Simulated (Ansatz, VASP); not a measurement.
## Be4Se in VASP and in Ansatz

```
Be Se
1.0
     3.99857    0.00000    0.00000
     0.00000    3.99857    0.00000
     0.00000    0.00000    3.99857
Be Se
4 1
Direct
  0.30841 0.30841 0.30841
  0.69159 0.69159 0.30841
  0.69159 0.30841 0.69159
  0.30841 0.69159 0.69159
  0.00000 0.00000 0.00000
```

Change from the starting cell: ordered vacancies on the anion sites of cuprite (P-43m, No. 215).

Alike in both runs: functional PBE; k mesh 4 × 4 × 4; occupations gaussian, width 0.1 eV; no spin polarisation.

Ansatz relaxed the structure, and its values are those at the end. VASP's run is a single point on that final structure, the one shown.

```csv
,VASP,Ansatz
version,VASP 6.6.1,Ansatz 0.2.0
potentials or method,"VASP PAW PBE potentials, release 64 (Be, Se), cutoff 520 eV","scalar-relativistic, plane waves, PAW"
valence electrons in the cell,14,24
```

```csv
,VASP,Ansatz,Ansatz less VASP
gap on the k mesh at the Fermi level (eV),none,none,-
pressure (GPa),0.1,0.0,-0.15
```

A gap of «none» marks a metal or a gap that the smearing closes. With one functional, cell and mesh, what is left measures potentials, basis and numerics. VASP's potentials hold 14 valence electrons a cell and Ansatz's 24, so a difference there can come from the potentials and not from the codes.

The k mesh is coarse, so the values compare programs but aren't converged.
